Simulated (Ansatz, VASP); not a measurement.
## Two plane-wave programs on Ta2C

INCAR

```
ALGO     = Normal         # electronic algorithm
EDIFF    = 1E-6           # SCF threshold, eV
ENCUT    = 520            # plane-wave cutoff, eV
GGA      = PS             # functional
ISIF     = 2              # what is computed and relaxed
ISMEAR   = 0              # smearing method
LASPH    = T              # aspherical terms in the spheres
LCHARG   = T              # write CHGCAR
LELF     = T              # ELF
LREAL    = F              # projectors in reciprocal space
LVHAR    = T            
LWAVE    = F              # write WAVECAR
NBANDS   = 35             # bands
NELM     = 60             # most SCF steps
PREC     = Accurate       # precision mode
SIGMA    = 0.15           # smearing width, eV
```

KPOINTS

```
k-points
0
Gamma
  17 17 5
```

Contents of POSCAR:

```
Ta2C
1.0
   -1.5476503522     -2.6806090424      0.0000000000
    1.5476503522     -2.6806090424      0.0000000000
    0.0000000000      0.0000000000      9.8421605593
Ta C
4 2
Direct
    0.6666666667      0.6666666667      0.1264380967
    0.6666666667      0.6666666667      0.6264380967
    0.3333333333      0.3333333333      0.3735619033
    0.3333333333      0.3333333333      0.8735619033
    1.0000000000      0.0000000000      0.0000000000
    1.0000000000      0.0000000000      0.5000000000
```

Input for Ansatz:

```yaml
crystal:
  lattice:
    - [-1.5476503522, -2.6806090424, 0.0]
    - [1.5476503522, -2.6806090424, 0.0]
    - [0.0, 0.0, 9.8421605593]
  atoms:
    - { symbol: Ta, position: [0.6666666667, 0.6666666667, 0.1264380967] }
    - { symbol: Ta, position: [0.6666666667, 0.6666666667, 0.6264380967] }
    - { symbol: Ta, position: [0.3333333333, 0.3333333333, 0.3735619033] }
    - { symbol: Ta, position: [0.3333333333, 0.3333333333, 0.8735619033] }
    - { symbol: C, position: [1.0, 0.0, 0.0] }
    - { symbol: C, position: [1.0, 0.0, 0.5] }
basis:
  ecutwfc: 420
kpoints:
  mp_grid: { grid: [17, 17, 5] }
hamiltonian:
  xc: pbesol
scf:
  occupations: { method: gaussian, width: 0.15 }
output:
  forces: true
  stress: true
  eigenvalues: true
  write_density: true
  write_potential: true
  elf: true
  volumetric_format: npy
```

Alike in both runs: task single point; functional PBEsol; k mesh 17 × 17 × 5; occupations gaussian, width 0.15 eV; no spin polarisation.

```csv
,VASP,Ansatz
version,VASP 6.6.1,Ansatz 0.2.0
potentials or method,"VASP PAW PBE potentials, release 64 (Ta_pv, C), cutoff 520 eV","scalar-relativistic, plane waves, PAW"
valence electrons in the cell,52,60
```

```tsv
	VASP	Ansatz	Ansatz less VASP
gap on the k mesh at the Fermi level (eV)	none	none	-
pressure (GPa)	0.5	0.0	-0.51
traceless stress, the component that is largest in VASP (GPa)	0.04	0.07	+0.030
rms of the force components (eV/Å)	0.029	0.008	-0.0215
```

VASP's potentials were made for PBE, not for PBEsol. Atom by atom the forces differ by 0.021 eV/Å (rms over components). A gap of «none» marks a metal or a gap that the smearing closes. With one functional, cell and mesh, what is left measures potentials, basis and numerics. VASP's potentials hold 52 valence electrons a cell and Ansatz's 60, so a difference there can come from the potentials and not from the codes.

Neither program's run includes spin-orbit coupling.
